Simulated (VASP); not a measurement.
# MgO (Fm-3m) in VASP: further runs

Runs on MgO. Level: PBE. Tasks: relaxation of cell and atoms, single point.

Everything below comes from runs of VASP 6.6.1. Logs are shortened: lines on timing, memory, paths and dates and some standing lists are left out, and cuts for length are marked.

## (1) The cell of the first run

The structure is cubic, space group Fm-3m (No. 225). Conventional cell: a = 4.194 Å, b = 4.194 Å, c = 4.194 Å, α = 90.00°, β = 90.00°, γ = 90.00°. Within 2.8 Å of Mg (site symmetry m-3m) lie 6 O at 2.10 Å. O (site symmetry m-3m) has 6 Mg at 2.10 Å within 2.8 Å.

## (2) Relaxation of cell and atoms, PBE

Contents of INCAR:

```
PREC = Accurate
ENCUT = 600
EDIFF = 1E-6
ISMEAR = 0
SIGMA = 0.02
LREAL = False
LASPH = True
NELM = 80
ALGO = Normal
ISIF = 3
LWAVE = False
LCHARG = False
GGA = PE
IBRION = 2
NSW = 100
EDIFFG = -0.005
```

Contents of KPOINTS:

```
regular mesh
0
Gamma
  10 10 10
```

Contents of POSCAR:

```
MgO
1.0
    0.0000000000      2.0970013900      2.0970013900
    2.0970013900      0.0000000000      2.0970013900
    2.0970013900      2.0970013900      0.0000000000
Mg O
1 1
Direct
    0.0000000000      0.0000000000      0.0000000000
    0.5000000000      0.5000000000      0.5000000000
```

Potentials or basis: VASP PAW PBE potentials, release 64 (Mg, O).

On the command line:

```sh
$ cat potpaw_PBE.64/Mg/POTCAR potpaw_PBE.64/O/POTCAR > POTCAR
$ mpirun -np 1 vasp_std > vasp.out
```

OUTCAR:

```text
PREC = Accurate
   ENCUT = 600
   EDIFF = 1E-6
   ISMEAR = 0
   LREAL = False
   LASPH = True
   NELM = 80
   ISIF = 3
   GGA = PE
   IBRION = 2
   NSW = 100
   EDIFFG = -0.005

 ion  position               nearest neighbor table
   1  0.000  0.000  0.000-   2 2.10   2 2.10   2 2.10   2 2.10   2 2.10   2 2.10
   2  0.500  0.500  0.500-   1 2.10   1 2.10   1 2.10   1 2.10   1 2.10   1 2.10

  LATTYP: Found a face centered cubic cell.
 ALAT       =     4.1940027800

  Lattice vectors:

 A1 = (   0.0000000000,   2.0970013900,   2.0970013900)
 A2 = (   2.0970013900,   0.0000000000,   2.0970013900)
 A3 = (   2.0970013900,   2.0970013900,   0.0000000000)

Analysis of symmetry for initial positions (statically):
=====================================================================
 Subroutine PRICEL returns:
 Original cell was already a primitive cell.

 Routine SETGRP: Setting up the symmetry group for a
 face centered cubic supercell.

 Subroutine GETGRP returns: Found 48 space group operations
 (whereof 48 operations were pure point group operations)
 out of a pool of 48 trial point group operations.

The static configuration has the point symmetry O_h .

Analysis of symmetry for dynamics (positions and initial velocities):
=====================================================================
 Subroutine PRICEL returns:
 Original cell was already a primitive cell.

 Routine SETGRP: Setting up the symmetry group for a
 face centered cubic supercell.

 Subroutine GETGRP returns: Found 48 space group operations
 (whereof 48 operations were pure point group operations)
 out of a pool of 48 trial point group operations.

The dynamic configuration has the point symmetry O_h .

 Subroutine INISYM returns: Found 48 space group operations
 (whereof 48 operations are pure point group operations),
 and found     1 'primitive' translations

----------------------------------------------------------------------------------------

                                     Primitive cell

  volume of cell :      18.4428

  direct lattice vectors                    reciprocal lattice vectors
     0.000000000  2.097001390  2.097001390    -0.238435703  0.238435703  0.238435703
     2.097001390  0.000000000  2.097001390     0.238435703 -0.238435703  0.238435703
     2.097001390  2.097001390  0.000000000     0.238435703  0.238435703 -0.238435703

  length of vectors
     2.965607806  2.965607806  2.965607806     0.412982751  0.412982751  0.412982751

  position of ions in fractional coordinates (direct lattice)
     0.000000000  0.000000000  0.000000000
     0.500000000  0.500000000  0.500000000

  ion indices of the primitive-cell ions
   primitive index   ion index
                 1           1
                 2           2

----------------------------------------------------------------------------------------

 KPOINTS: regular mesh

Automatic generation of k-mesh.
 Grid dimensions read from file:
 generate k-points for:   10   10   10

 Generating k-lattice:

  Cartesian coordinates                     Fractional coordinates (reciprocal lattice)
    -0.023843570  0.023843570  0.023843570     0.100000000  0.000000000  0.000000000
     0.023843570 -0.023843570  0.023843570     0.000000000  0.100000000  0.000000000
     0.023843570  0.023843570 -0.023843570     0.000000000  0.000000000  0.100000000

  Length of vectors
     0.041298275  0.041298275  0.041298275

  Shift w.r.t. Gamma in fractional coordinates (k-lattice)
     0.000000000  0.000000000  0.000000000

 Subroutine IBZKPT returns following result:
 ===========================================

 Found     47 irreducible k-points:

 Following reciprocal coordinates:
            Coordinates               Weight
  0.000000  0.000000  0.000000      1.000000
  0.100000  0.000000  0.000000      8.000000
  0.200000  0.000000  0.000000      8.000000
  0.300000  0.000000  0.000000      8.000000
  0.400000  0.000000  0.000000      8.000000
  0.500000  0.000000  0.000000      4.000000
[... 16 lines left out ...]
  0.300000  0.300000  0.000000      6.000000
  0.400000  0.300000  0.000000     24.000000
 [... further k-points ...]
   k-points           NKPTS =     47   k-points in BZ     NKDIM =     47   number of bands    NBANDS=      8
   number of dos      NEDOS =    301   number of ions     NIONS =      2
   total plane-waves  NPLWV =  13824
   dimension x,y,z NGX =    24 NGY =   24 NGZ =   24
   dimension x,y,z NGXF=    48 NGYF=   48 NGZF=   48
   ions per type =               1   1
   NGX,Y,Z   is equivalent  to a cutoff of  13.45, 13.45, 13.45 a.u.
   NGXF,Y,Z  is equivalent  to a cutoff of  26.91, 26.91, 26.91 a.u.
 SYSTEM =  unknown system
   PREC   = accura    normal or accurate (medium, high low for compatibility)
   ISTART =      0    job   : 0-new  1-cont  2-samecut
   ICHARG =      2    charge: 1-file 2-atom 10-const
   ISPIN  =      1    spin polarized calculation?
   LNONCOLLINEAR =      F non collinear calculations
   LSORBIT =      F    spin-orbit coupling
   LASPH  =      T    aspherical Exc in radial PAW
   ENCUT  =  600.0 eV  44.10 Ry    6.64 a.u.   5.92  5.92  5.92*2*pi/ulx,y,z
   NELM   =     80;   NELMIN=  2; NELMDL= -5     # of ELM steps
   EDIFF  = 0.1E-05   stopping-criterion for ELM
   LREAL  =      F    real-space projection
   EDIFFG = -.5E-02   stopping-criterion for IOM
   NSW    =    100    number of steps for IOM
   IBRION =      2    ionic relax: 0-MD 1-quasi-New 2-CG
   NFREE  =      1    steps in history (QN), initial steepest desc. (CG)
   ISIF   =      3    stress and relaxation
   ISYM   =      2    0-nonsym 1-usesym 2-fastsym
   POTIM  = 0.5000    time-step for ionic-motion
   TEBEG  =    0.0;   TEEND  =   0.0 temperature during run
   PSTRESS=    0.0 pullay stress
   NELECT =       8.0000    total number of electrons
   NUPDOWN=      -1.0000    fix difference up-down
   EMIN   =  10.00;   EMAX   =-10.00  energy-range for DOS
   EFERMI =   0.00;   METHOD = LEGACY
   ISMEAR =     0;   SIGMA  =   0.02  broadening in eV -4-tet -1-fermi 0-gaus
   EFERMI_NEDOS =   21; number of points for ismear=-14 and -15
   IALGO  =     38    algorithm
   IMIX   =      4    mixing-type and parameters
     AMIX     =   0.40;   BMIX     =  1.00
     AMIX_MAG =   1.60;   BMIX_MAG =  1.00
  volume/ion in A,a.u.               =       9.22        62.23
  Fermi-wavevector in a.u.,A,eV,Ry     =   1.239261  2.341864 20.895389  1.535768
  Thomas-Fermi vector in A             =   2.373752
   LORBIT       =      0    0 simple, 1 ext, 2 COOP (PROOUT), +10 PAW based schemes
   GGA     = PE    functional components
   LHFCALC =     F    Hartree Fock is set to
   AEXX    =    0.0000 exact exchange contribution
   IVDW    =     0    specifies the selected vdW correction
   LEPSILON=     F    determine dielectric tensor
   LRPA    =     F    only Hartree local field effects (RPA)
 conjugate gradient relaxation of ions
 non-spin polarized calculation
 Gauss-broadening in eV      SIGMA  =   0.02
  energy-cutoff  :      600.00
  volume of cell :       18.44
 maximum number of plane-waves:       636
   NGX = 11   NGY = 11   NGZ = 11

--------------------------------------- Ionic step        1  -------------------------------------------

 number of electron       8.0000004 magnetization

 Free energy of the ion-electron system (eV)
  ---------------------------------------------------
  ext. energy  EPLUGINS =         0.00000000
  ---------------------------------------------------
  free energy    TOTEN  =       -11.90116279 eV

  energy without entropy =      -11.90116279  energy(sigma->0) =      -11.90116279

------------------------ aborting loop because EDIFF is reached ----------------------------------------

  FORCE on cell =-STRESS in cart. coord.  units (eV):
  Direction    XX          YY          ZZ          XY          YZ          ZX
  --------------------------------------------------------------------------------------
  -------------------------------------------------------------------------------------
  Total        0.6790067      0.6790067      0.6790067      0.0000000     -0.0000000      0.0000000
  in kB       58.9872988     58.9872988     58.9872988      0.0000000     -0.0000000      0.0000000
  external PRESSURE =      58.9872988 kB  Pullay stress =       0.0000000 kB
[... 57 lines left out ...]
  energy  without entropy=      -11.9120033756  energy(sigma->0) =      -11.91200338

--------------------------------------- Ionic step        3  -------------------------------------------

 number of electron       8.0000004 magnetization

 Free energy of the ion-electron system (eV)
  ---------------------------------------------------
  ext. energy  EPLUGINS =         0.00000000
  ---------------------------------------------------
  free energy    TOTEN  =       -11.91338633 eV

  energy without entropy =      -11.91338633  energy(sigma->0) =      -11.91338633

 E-fermi :   3.1248     XC(G=0): -10.9678

 val. band max:        3.0112831148   @ k =   0.0000   0.0000   0.0000
 cond. band min:       7.5140059757   @ k =   0.0000   0.0000   0.0000
 fundamental gap:      4.5027228609
 Fermi energy:         3.1248026819

 k-point     1 :       0.0000    0.0000    0.0000
  band No.  band energies     occupation
      1     -14.1330      2.00000
      2       3.0113      2.00000
      3       3.0113      2.00000
      4       3.0113      2.00000
      5       7.5140      0.00000
      6      18.6801      0.00000
      7      18.6801      0.00000
      8      18.6801      0.00000
[... 243 lines left out ...]
 k-point    24 :       0.4000    0.3000    0.0000
  band No.  band energies     occupation
      1     -12.9486      2.00000
      2      -0.4876      2.00000
      3       1.7422      2.00000
      4       1.9550      2.00000
      5      12.3561      0.00000
      6      13.1154      0.00000
      7      16.3658      0.00000
      8      20.8830      0.00000

 [... further k-points ...]
[... 5 lines left out ...]
  --------------------------------------------------------------------------------------
  -------------------------------------------------------------------------------------
  Total       -0.0001360     -0.0001360     -0.0001360     -0.0000000      0.0000000      0.0000000
  in kB       -0.0113919     -0.0113919     -0.0113919     -0.0000000      0.0000000      0.0000000
  external PRESSURE =      -0.0113919 kB  Pullay stress =       0.0000000 kB
[... 17 lines left out ...]
  FREE ENERGIE OF THE ION-ELECTRON SYSTEM (eV)
  ---------------------------------------------------
  free  energy   TOTEN  =       -11.9133863305 eV

  energy  without entropy=      -11.9133863305  energy(sigma->0) =      -11.91338633

 reached required accuracy - stopping structural energy minimisation
```

Wall time 12 s (1 thread of Intel Xeon Platinum 8259CL at 2.50GHz (Skylake/Cascade Lake), shared host); peak memory 0.14 GiB.

Results:

```yaml
Free_energy: -11.9134 eV
Relaxed_volume: 9.56 Å³/atom
Relaxed_cell: a = 3.002 Å, b = 3.002 Å, c = 3.002 Å, α = 60.00°, β = 60.00°, γ = 60.00°
Space_group_after_relaxing_to_0.05_Å: Fm-3m (No. 225)
Energy_gained_by_relaxing: 6.1 meV/atom
Ionic_steps: 3
Pressure_after_relaxing: 0.0 GPa
Band_gap_on_the_k_mesh: 4.50 eV, direct
```

The path:
| step | energy change (eV) | largest force (eV/Å) | pressure (GPa) | volume (Å³) |
| --- | --- | --- | --- | --- |
| 1 | 0.0000 | 0.0000 | 5.90 | 18.44 |
| 2 | -0.0108 | 0.0000 | -1.82 | 19.36 |
| 3 | -0.0122 | 0.0000 | 0.00 | 19.13 |

Final structure:
```cif
data_structure
_symmetry_space_group_name_H-M 'P 1'
_symmetry_Int_Tables_number 1
_cell_length_a 3.0018
_cell_length_b 3.0018
_cell_length_c 3.0018
_cell_angle_alpha 60.000
_cell_angle_beta 60.000
_cell_angle_gamma 60.000
_cell_volume 19.13
loop_
_atom_site_label
_atom_site_type_symbol
_atom_site_fract_x
_atom_site_fract_y
_atom_site_fract_z
_atom_site_occupancy
Mg1 Mg 0.00000 0.00000 0.00000 1
O1 O 0.50000 0.50000 0.50000 1
```

Levels at points of the mesh, in eV from the valence-band top:
```tsv
k point	band 1	band 2	band 3	band 4	band 5	band 6	band 7	band 8
(0.00, 0.00, 0.00)	-17.14	0.00	0.00	0.00	4.50	15.67	15.67	15.67
(0.50, 0.00, 0.00)	-15.92	-4.51	-0.63	-0.63	7.75	12.34	16.07	16.07
(0.50, 0.50, 0.00)	-15.67	-3.99	-1.32	-1.32	9.09	9.72	12.85	18.62
```

As with any semilocal functional, this PBE gap is likely too small.

## (3) Single point, PBE

This run uses another cell than the first one: it holds 32 atoms, not 2.

Contents of INCAR:

```
SYSTEM = MgO
ALGO = Normal
EDIFF = 1E-7
ENCUT = 520
GGA = PE
ISIF = 2
ISMEAR = 0
LASPH = .TRUE.
LCHARG = .FALSE.
LREAL = Auto
LWAVE = .FALSE.
NBANDS = 86
NELM = 80
PREC = Accurate
SIGMA = 0.01
```

Contents of KPOINTS:

```
Automatic mesh
0
Gamma
  4 4 4
  0.5 0.5 0.5
```

Contents of POSCAR:

```
MgO
1.0
    4.2535896556     -4.2535896556      4.2535896556
   -4.2535896556     -4.2535896556     -4.2535896556
    4.2535896556      4.2535896556     -4.2535896556
Mg O
16 16
Direct
    0.2500000000      0.2500000000      0.5000000000
    0.5000000000      0.2500000000      0.2500000000
    0.5000000000      0.0000000000      0.5000000000
    0.7500000000      0.2500000000      0.0000000000
    0.7500000000      0.0000000000      0.2500000000
    0.7500000000      0.7500000000      0.5000000000
    0.0000000000      0.2500000000      0.7500000000
    0.0000000000      1.0000000000      0.0000000000
    0.0000000000      0.7500000000      0.2500000000
    0.0000000000      0.5000000000      0.5000000000
    0.2500000000      0.0000000000      0.7500000000
    0.2500000000      0.7500000000      0.0000000000
    0.2500000000      0.5000000000      0.2500000000
    0.5000000000      0.7500000000      0.7500000000
    0.5000000000      0.5000000000      0.0000000000
    0.7500000000      0.5000000000      0.7500000000
    0.5000000000      0.2500000000      0.7500000000
    0.7500000000      0.2500000000      0.5000000000
    0.7500000000      0.0000000000      0.7500000000
    0.0000000000      0.2500000000      0.2500000000
    0.0000000000      0.0000000000      0.5000000000
    0.0000000000      0.7500000000      0.7500000000
    0.2500000000      0.2500000000      0.0000000000
    0.2500000000      0.0000000000      0.2500000000
    0.2500000000      0.7500000000      0.5000000000
    0.2500000000      0.5000000000      0.7500000000
    0.5000000000      0.0000000000      0.0000000000
    0.5000000000      0.7500000000      0.2500000000
    0.5000000000      0.5000000000      0.5000000000
    0.7500000000      0.7500000000      0.0000000000
    0.7500000000      0.5000000000      0.2500000000
    0.0000000000      0.5000000000      0.0000000000
```

Potentials or basis: VASP PAW PBE potentials, release 64 (Mg, O).

On the command line:

```sh
$ cat potpaw_PBE.64/Mg/POTCAR potpaw_PBE.64/O/POTCAR > POTCAR
$ mpirun -np 1 vasp_std > vasp.out
```

Wall time 4.8 min (1 thread of Intel Xeon Platinum 8259CL at 2.50GHz (Skylake/Cascade Lake), shared host); peak memory 0.45 GiB.

It converged, with:

```
Free energy            : -190.5979 eV
Pressure               : -0.8 GPa
Band gap on the k mesh : 4.86 eV
```

Levels at points of the mesh, in eV from the valence-band top:
| k point | band 60 | band 61 | band 62 | band 63 | band 64 | band 65 | band 66 | band 67 | band 68 | band 69 |
| --- | --- | --- | --- | --- | --- | --- | --- | --- | --- | --- |
| (0.12, 0.12, 0.12) | -0.33 | -0.33 | -0.33 | -0.04 | -0.04 | 5.42 | 7.84 | 7.84 | 7.84 | 9.30 |

A k mesh can miss the band edges. Expect the measured gap to be larger: semilocal functionals such as PBE lack the derivative discontinuity.
